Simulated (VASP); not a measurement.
# W2Br3 (Pm-3m) in VASP: single point with PBE

Aim: the single point of W2Br3 with PBE.

All numbers are computed with VASP 6.6.1; they aren't measurements. Logs are shortened: lines on timing, memory, paths and dates and some standing lists are left out, and cuts for length are marked.

**1. The cell of the first run**

It takes space group Pm-3m (No. 221, cubic). The conventional cell has a = 5.353 Å, b = 5.353 Å, c = 5.353 Å, α = 90.00°, β = 90.00°, γ = 90.00°. W (site symmetry m-3m) has 12 Br at 3.79 Å and 8 W at 4.64 Å within 5.0 Å. Within 3.5 Å of W (site symmetry m-3m) lie 6 Br at 2.68 Å. Br (site symmetry 4/mmm) has 2 W at 2.68 Å within 3.5 Å.

The cell was generated, and may not be a known phase.

**2. Single point, PBE**

Input file INCAR:

```
SYSTEM = W2Br3
PREC = Accurate
ENCUT = 520
EDIFF = 1E-6
ISMEAR = 0
SIGMA = 0.1
LREAL = .FALSE.
LASPH = .TRUE.
NELM = 60
ALGO = Normal
ISIF = 2
LWAVE = .FALSE.
LCHARG = .FALSE.
GGA = PE
NBANDS = 32
```

Input file KPOINTS:

```
Automatic mesh
0
G
  4 4 4
  0 0 0
```

Input file POSCAR:

```
W2Br3
1.0
    5.3530912400      0.0000000000      0.0000000000
    0.0000000000      5.3530912400      0.0000000000
    0.0000000000      0.0000000000      5.3530912400
W Br
2 3
Direct
    0.5000000000      0.5000000000      0.5000000000
    0.0000000000      0.0000000000      0.0000000000
    0.5000000000      0.0000000000      0.0000000000
    0.0000000000      0.5000000000      0.0000000000
    0.0000000000      0.0000000000      0.5000000000
```

Potentials or basis: VASP PAW PBE potentials, release 64 (W_sv, Br).

Run with:

```bash
> cat potpaw_PBE.64/W_sv/POTCAR potpaw_PBE.64/Br/POTCAR > POTCAR
> mpirun -np 1 vasp_std > vasp.out
```

OUTCAR:

```text
SYSTEM = W2Br3
   PREC = Accurate
   ENCUT = 520
   EDIFF = 1E-6
   ISMEAR = 0
   LREAL = .FALSE.
   LASPH = .TRUE.
   NELM = 60
   ISIF = 2
   GGA = PE

 ion  position               nearest neighbor table
   1  0.500  0.500  0.500-
   2  0.000  0.000  0.000-   3 2.68   4 2.68   5 2.68   5 2.68   4 2.68   3 2.68
   3  0.500  0.000  0.000-   2 2.68   2 2.68
   4  0.000  0.500  0.000-   2 2.68   2 2.68
   5  0.000  0.000  0.500-   2 2.68   2 2.68

  LATTYP: Found a simple cubic cell.
 ALAT       =     5.3530912400

  Lattice vectors:

 A1 = (   5.3530912400,   0.0000000000,   0.0000000000)
 A2 = (   0.0000000000,   5.3530912400,   0.0000000000)
 A3 = (   0.0000000000,   0.0000000000,   5.3530912400)

Analysis of symmetry for initial positions (statically):
=====================================================================
 Subroutine PRICEL returns:
 Original cell was already a primitive cell.

 Routine SETGRP: Setting up the symmetry group for a
 simple cubic supercell.

 Subroutine GETGRP returns: Found 48 space group operations
 (whereof 48 operations were pure point group operations)
 out of a pool of 48 trial point group operations.

The static configuration has the point symmetry O_h .

Analysis of symmetry for dynamics (positions and initial velocities):
=====================================================================
 Subroutine PRICEL returns:
 Original cell was already a primitive cell.

 Routine SETGRP: Setting up the symmetry group for a
 simple cubic supercell.

 Subroutine GETGRP returns: Found 48 space group operations
 (whereof 48 operations were pure point group operations)
 out of a pool of 48 trial point group operations.

The dynamic configuration has the point symmetry O_h .

 Subroutine INISYM returns: Found 48 space group operations
 (whereof 48 operations are pure point group operations),
 and found     1 'primitive' translations

----------------------------------------------------------------------------------------

                                     Primitive cell

  volume of cell :     153.3960

  direct lattice vectors                    reciprocal lattice vectors
     5.353091240  0.000000000  0.000000000     0.186807950  0.000000000  0.000000000
     0.000000000  5.353091240  0.000000000     0.000000000  0.186807950  0.000000000
     0.000000000  0.000000000  5.353091240     0.000000000  0.000000000  0.186807950

  length of vectors
     5.353091240  5.353091240  5.353091240     0.186807950  0.186807950  0.186807950

  position of ions in fractional coordinates (direct lattice)
     0.500000000  0.500000000  0.500000000
     0.000000000  0.000000000  0.000000000
     0.500000000  0.000000000  0.000000000
     0.000000000  0.500000000  0.000000000
     0.000000000  0.000000000  0.500000000

  ion indices of the primitive-cell ions
   primitive index   ion index
                 1           1
                 2           2
                 3           3
                 4           4
                 5           5

----------------------------------------------------------------------------------------

 KPOINTS: Automatic mesh

Automatic generation of k-mesh.
 Grid dimensions read from file:
 generate k-points for:    4    4    4

 Generating k-lattice:

  Cartesian coordinates                     Fractional coordinates (reciprocal lattice)
     0.046701987  0.000000000  0.000000000     0.250000000  0.000000000  0.000000000
     0.000000000  0.046701987  0.000000000     0.000000000  0.250000000  0.000000000
     0.000000000  0.000000000  0.046701987     0.000000000  0.000000000  0.250000000

  Length of vectors
     0.046701987  0.046701987  0.046701987

  Shift w.r.t. Gamma in fractional coordinates (k-lattice)
     0.000000000  0.000000000  0.000000000

 Subroutine IBZKPT returns following result:
 ===========================================

 Found     10 irreducible k-points:

 Following reciprocal coordinates:
            Coordinates               Weight
  0.000000  0.000000  0.000000      1.000000
  0.250000  0.000000  0.000000      6.000000
  0.500000  0.000000  0.000000      3.000000
  0.250000  0.250000  0.000000     12.000000
  0.500000  0.250000  0.000000     12.000000
  0.500000  0.500000  0.000000      3.000000
  0.250000  0.250000  0.250000      8.000000
  0.500000  0.250000  0.250000     12.000000
  0.500000  0.500000  0.250000      6.000000
  0.500000  0.500000  0.500000      1.000000
   k-points           NKPTS =     10   k-points in BZ     NKDIM =     10   number of bands    NBANDS=     32
   number of dos      NEDOS =    301   number of ions     NIONS =      5
   total plane-waves  NPLWV =  64000
   dimension x,y,z NGX =    40 NGY =   40 NGZ =   40
   dimension x,y,z NGXF=    80 NGYF=   80 NGZF=   80
   ions per type =               2   3
   NGX,Y,Z   is equivalent  to a cutoff of  12.42, 12.42, 12.42 a.u.
   NGXF,Y,Z  is equivalent  to a cutoff of  24.84, 24.84, 24.84 a.u.
 SYSTEM =  W2Br3
   PREC   = accura    normal or accurate (medium, high low for compatibility)
   ISTART =      0    job   : 0-new  1-cont  2-samecut
   ICHARG =      2    charge: 1-file 2-atom 10-const
   ISPIN  =      1    spin polarized calculation?
   LNONCOLLINEAR =      F non collinear calculations
   LSORBIT =      F    spin-orbit coupling
   LASPH  =      T    aspherical Exc in radial PAW
   ENCUT  =  520.0 eV  38.22 Ry    6.18 a.u.   9.95  9.95  9.95*2*pi/ulx,y,z
   NELM   =     60;   NELMIN=  2; NELMDL= -5     # of ELM steps
   EDIFF  = 0.1E-05   stopping-criterion for ELM
   LREAL  =      F    real-space projection
   EDIFFG = 0.1E-04   stopping-criterion for IOM
   NSW    =      0    number of steps for IOM
   IBRION =     -1    ionic relax: 0-MD 1-quasi-New 2-CG
   NFREE  =      0    steps in history (QN), initial steepest desc. (CG)
   ISIF   =      2    stress and relaxation
   ISYM   =      2    0-nonsym 1-usesym 2-fastsym
   POTIM  = 0.5000    time-step for ionic-motion
   TEBEG  =    0.0;   TEEND  =   0.0 temperature during run
   PSTRESS=    0.0 pullay stress
   NELECT =      49.0000    total number of electrons
   NUPDOWN=      -1.0000    fix difference up-down
   EMIN   =  10.00;   EMAX   =-10.00  energy-range for DOS
   EFERMI =   0.00;   METHOD = LEGACY
   ISMEAR =     0;   SIGMA  =   0.10  broadening in eV -4-tet -1-fermi 0-gaus
   EFERMI_NEDOS =   21; number of points for ismear=-14 and -15
   IALGO  =     38    algorithm
   IMIX   =      4    mixing-type and parameters
     AMIX     =   0.40;   BMIX     =  1.00
     AMIX_MAG =   1.60;   BMIX_MAG =  1.00
  volume/ion in A,a.u.               =      30.68       207.03
  Fermi-wavevector in a.u.,A,eV,Ry     =   1.119100  2.114792 17.039728  1.252385
  Thomas-Fermi vector in A             =   2.255736
   LORBIT       =      0    0 simple, 1 ext, 2 COOP (PROOUT), +10 PAW based schemes
   GGA     = PE    functional components
   LHFCALC =     F    Hartree Fock is set to
   AEXX    =    0.0000 exact exchange contribution
   IVDW    =     0    specifies the selected vdW correction
   LEPSILON=     F    determine dielectric tensor
   LRPA    =     F    only Hartree local field effects (RPA)
 non-spin polarized calculation
 Gauss-broadening in eV      SIGMA  =   0.10
  energy-cutoff  :      520.00
  volume of cell :      153.40
 maximum number of plane-waves:      4224
 NGX is ok and might be reduce to    40
   NGX = 19   NGY = 19   NGZ = 19

 number of electron      48.9999977 magnetization

 Free energy of the ion-electron system (eV)
  ---------------------------------------------------
  ext. energy  EPLUGINS =         0.00000000
  ---------------------------------------------------
  free energy    TOTEN  =       -19.84586307 eV

  energy without entropy =      -19.70328126  energy(sigma->0) =      -19.77457216

 E-fermi :   3.2140     XC(G=0):  -9.0665

 val. band max:        3.2132478719   @ k =   0.2500   0.0000   0.0000
 cond. band min:       3.2265570702   @ k =   0.5000   0.2500   0.2500
 fundamental gap:      0.0133091983
 Fermi energy:         3.2140495537

 k-point     1 :       0.0000    0.0000    0.0000
  band No.  band energies     occupation
      1     -71.5872      2.00000
      2     -71.5275      2.00000
      3     -35.7271      2.00000
      4     -35.7271      2.00000
      5     -35.7271      2.00000
      6     -35.6885      2.00000
[... 24 lines left out ...]
     31       3.2310      0.81056
     32       3.6996      0.00000

 k-point     2 :       0.2500    0.0000    0.0000
  band No.  band energies     occupation
      1     -71.5873      2.00000
      2     -71.5275      2.00000
      3     -35.7276      2.00000
      4     -35.7271      2.00000
      5     -35.7271      2.00000
      6     -35.6886      2.00000
[... 24 lines left out ...]
     31       3.4114      0.00525
     32       5.5821      0.00000

 k-point     3 :       0.5000    0.0000    0.0000
  band No.  band energies     occupation
      1     -71.5873      2.00000
      2     -71.5275      2.00000
      3     -35.7281      2.00000
      4     -35.7271      2.00000
      5     -35.7271      2.00000
      6     -35.6886      2.00000
[... 24 lines left out ...]
     31       3.4886      0.00010
     32       5.7800      0.00000

 k-point     4 :       0.2500    0.2500    0.0000
  band No.  band energies     occupation
      1     -71.5872      2.00000
      2     -71.5275      2.00000
      3     -35.7276      2.00000
      4     -35.7276      2.00000
      5     -35.7271      2.00000
      6     -35.6886      2.00000
[... 24 lines left out ...]
     31       4.8651      0.00000
     32       6.0183      0.00000

 k-point     5 :       0.5000    0.2500    0.0000
  band No.  band energies     occupation
      1     -71.5873      2.00000
      2     -71.5275      2.00000
      3     -35.7281      2.00000
      4     -35.7276      2.00000
      5     -35.7271      2.00000
      6     -35.6886      2.00000
[... 24 lines left out ...]
     31       5.1684      0.00000
     32       6.4542      0.00000

 k-point     6 :       0.5000    0.5000    0.0000
  band No.  band energies     occupation
      1     -71.5873      2.00000
      2     -71.5275      2.00000
      3     -35.7281      2.00000
      4     -35.7281      2.00000
      5     -35.7270      2.00000
      6     -35.6886      2.00000
[... 24 lines left out ...]
     31       6.9163      0.00000
     32       7.1126      0.00000

 k-point     7 :       0.2500    0.2500    0.2500
  band No.  band energies     occupation
      1     -71.5872      2.00000
      2     -71.5275      2.00000
      3     -35.7276      2.00000
      4     -35.7276      2.00000
      5     -35.7276      2.00000
      6     -35.6886      2.00000
[... 24 lines left out ...]
     31       4.8323      0.00000
     32       6.2755      0.00000

 k-point     8 :       0.5000    0.2500    0.2500
  band No.  band energies     occupation
      1     -71.5873      2.00000
      2     -71.5275      2.00000
      3     -35.7280      2.00000
      4     -35.7276      2.00000
      5     -35.7275      2.00000
      6     -35.6886      2.00000
[... 24 lines left out ...]
     31       5.3846      0.00000
     32       7.0740      0.00000

 k-point     9 :       0.5000    0.5000    0.2500
  band No.  band energies     occupation
      1     -71.5873      2.00000
      2     -71.5275      2.00000
      3     -35.7280      2.00000
      4     -35.7280      2.00000
      5     -35.7275      2.00000
      6     -35.6886      2.00000
[... 24 lines left out ...]
     31       7.2350      0.00000
     32       7.6384      0.00000

 k-point    10 :       0.5000    0.5000    0.5000
  band No.  band energies     occupation
      1     -71.5873      2.00000
      2     -71.5275      2.00000
      3     -35.7280      2.00000
      4     -35.7280      2.00000
      5     -35.7280      2.00000
      6     -35.6886      2.00000
[... 24 lines left out ...]
     31       7.2367      0.00000
     32       7.8596      0.00000

------------------------ aborting loop because EDIFF is reached ----------------------------------------

  FORCE on cell =-STRESS in cart. coord.  units (eV):
  Direction    XX          YY          ZZ          XY          YZ          ZX
  --------------------------------------------------------------------------------------
  -------------------------------------------------------------------------------------
  Total       -6.6474907     -6.6474907     -6.6474907     -0.0000000     -0.0000000     -0.0000000
  in kB      -69.4311545    -69.4311545    -69.4311545     -0.0000000     -0.0000000     -0.0000000
  external PRESSURE =     -69.4311545 kB  Pullay stress =       0.0000000 kB

 VOLUME and BASIS-vectors are now :
 -----------------------------------------------------------------------------
  energy-cutoff  :      520.00
  volume of cell :      153.40
      direct lattice vectors                 reciprocal lattice vectors
     5.353091240  0.000000000  0.000000000     0.186807950  0.000000000  0.000000000
     0.000000000  5.353091240  0.000000000     0.000000000  0.186807950  0.000000000
     0.000000000  0.000000000  5.353091240     0.000000000  0.000000000  0.186807950

 POSITION                                       TOTAL-FORCE (eV/Angst)
 -----------------------------------------------------------------------------------
      2.67655      2.67655      2.67655         0.000000      0.000000      0.000000
      0.00000      0.00000      0.00000         0.000000      0.000000      0.000000
      2.67655      0.00000      0.00000         0.000000      0.000000      0.000000
      0.00000      2.67655      0.00000         0.000000      0.000000      0.000000
      0.00000      0.00000      2.67655         0.000000      0.000000      0.000000
 -----------------------------------------------------------------------------------
    total drift:                               -0.000000      0.000000     -0.000000

  FREE ENERGIE OF THE ION-ELECTRON SYSTEM (eV)
  ---------------------------------------------------
  free  energy   TOTEN  =       -19.8458630662 eV

  energy  without entropy=      -19.7032812556  energy(sigma->0) =      -19.77457216
```

It took 61 s on 1 thread of Intel Xeon Platinum 8488C (Sapphire Rapids), shared host; peak memory 0.26 GiB.

What came out:

```
Free energy            : -19.8459 eV
Pressure               : -6.9 GPa
Band gap on the k mesh : zero (an odd number of electrons rules out a gap without spin polarisation)
```

Levels at points of the mesh, in eV from the Fermi level:
| k point | band 20 | band 21 | band 22 | band 23 | band 24 | band 25 | band 26 | band 27 | band 28 | band 29 |
| --- | --- | --- | --- | --- | --- | --- | --- | --- | --- | --- |
| (0.00, 0.00, 0.00) | -3.19 | -1.57 | -1.16 | -1.16 | -1.16 | -0.37 | -0.37 | -0.02 | -0.02 | 0.02 |
| (0.50, 0.00, 0.00) | -3.31 | -1.03 | -0.20 | -0.14 | -0.06 | 0.11 | 0.20 | 0.21 | 0.21 | 0.25 |
| (0.50, 0.50, 0.00) | -2.66 | -0.34 | -0.13 | -0.09 | 0.05 | 0.05 | 0.06 | 0.18 | 0.42 | 0.42 |
| (0.50, 0.50, 0.50) | -2.60 | -1.18 | -0.18 | -0.18 | -0.18 | 0.04 | 0.04 | 0.65 | 0.65 | 0.65 |

Caveat: the cell stands under tension; spin-orbit coupling is left out, which moves the levels of the heavy elements; an odd number of electrons without spin polarisation forces a metal; a magnetic or distorted state may lie lower.
